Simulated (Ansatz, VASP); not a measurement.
**Y5N in VASP and in Ansatz**

```
Y N
1.0
     5.62156    0.00000    0.00000
    -2.81078    4.86842    0.00000
     0.00000    0.00000    4.43232
Y N
5 1
Cartesian
  2.8108 1.6228 0.0000
  2.8108 0.0000 2.2162
  1.4054 2.4342 2.2162
  -1.4054 2.4342 2.2162
  0.0000 3.2456 0.0000
  0.0000 0.0000 0.0000
```

Change from the starting cell: species swapped into the KAu5 type (P6/mmm, No. 191).

Alike in both runs: task single point; functional PBE; k mesh 6 × 6 × 4; occupations gaussian, width 0.1 eV; no spin polarisation.

|  | VASP | Ansatz |
| --- | --- | --- |
| version | VASP 6.6.1 | Ansatz 0.2.0 |
| potentials or method | VASP PAW PBE potentials, release 64 (Y_sv, N), cutoff 520 eV | scalar-relativistic, plane waves, PAW |
| valence electrons in the cell | 60 | 60 |

|  | VASP | Ansatz | Ansatz less VASP |
| --- | --- | --- | --- |
| gap on the k mesh at the Fermi level (eV) | none | none | - |
| pressure (GPa) | 27.5 | 27.2 | -0.22 |
| traceless stress, the component that is largest in VASP (GPa) | 12.85 | 12.75 | -0.104 |

A gap of «none» marks a metal or a gap that the smearing closes.
